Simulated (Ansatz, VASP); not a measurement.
## NaH: VASP beside Ansatz

POSCAR

```
NaH
1.0
    2.9323911888      0.0000000000      0.0000000000
    0.0000000000      2.9323911888      0.0000000000
    0.0000000000      0.0000000000      2.9323911888
Na H
1 1
Direct
    0.0000000000      0.0000000000      0.0000000000
    0.5000000000      0.5000000000      0.5000000000
```

INCAR.step1

```
  PREC = Accurate
  ENCUT = 520
  ISMEAR = 0
  SIGMA = 0.01
  LREAL = F
  LASPH = T
  NELM = 100
  NBANDS = 11
  GGA = PE
  ALGO = Normal
  EDIFF = 1E-4
  LWAVE = T
  LCHARG = F
```

The input INCAR.step2:

```
  PREC = Accurate
  ENCUT = 520
  EDIFF = 1E-7
  ISMEAR = 0
  SIGMA = 0.01
  LREAL = F
  LASPH = T
  NELM = 100
  ALGO = Normal
  ISIF = 2
  LWAVE = F
  LCHARG = F
  METAGGA = R2SCAN
  LMIXTAU = T
  NBANDS = 11
  ISTART = 1
```

KPOINTS

```
regular mesh
0
Gamma
  8 8 8
```

Input for Ansatz:

```yaml
crystal:
  lattice:
    - [2.9323911888, 0.0, 0.0]
    - [0.0, 2.9323911888, 0.0]
    - [0.0, 0.0, 2.9323911888]
  atoms:
    - { symbol: Na, position: [0.0, 0.0, 0.0] }
    - { symbol: H, position: [0.5, 0.5, 0.5] }
kpoints:
  mp_grid: { grid: [8, 8, 8] }
  band_path:
    path:
      - [0.0, 0.0, 0.0]
      - [0.0, 0.5, 0.0]
      - [0.5, 0.5, 0.0]
      - [0.5, 0.5, 0.5]
      - [0.0, 0.0, 0.5]
    npoints: 1
hamiltonian:
  xc: r2scan
scf:
  occupations: { method: fixed }
  n_extra_bands: 4
output:
  forces: true
  stress: true
  eigenvalues: true
```

Alike in both runs: task single point; functional r2SCAN; k mesh 8 × 8 × 8; no spin polarisation.

|  | VASP | Ansatz |
| --- | --- | --- |
| version | VASP 6.6.1 | Ansatz 0.2.0 |
| potentials or method | VASP PAW PBE potentials, release 64 (Na_pv, H) | plane waves, PAW |
| plane-wave cutoff (eV) | 520 | 500 |
| occupations | gaussian, width 0.01 eV | fixed |
| valence electrons in the cell | 8 | 10 |

Ansatz gave:

| Item | Value |
| --- | --- |
| gap on the k mesh at the Fermi level (eV) | 1.60 |
| pressure (GPa) | 0.0 |

Problem. What did VASP give for the same quantities?

Solution. gap on the k mesh at the Fermi level (eV): 1.61; pressure (GPa): -0.3.

VASP's potentials were made for PBE, not for r2SCAN. VASP's potentials hold 8 valence electrons a cell and Ansatz's 10, so a difference there can come from the potentials and not from the codes.
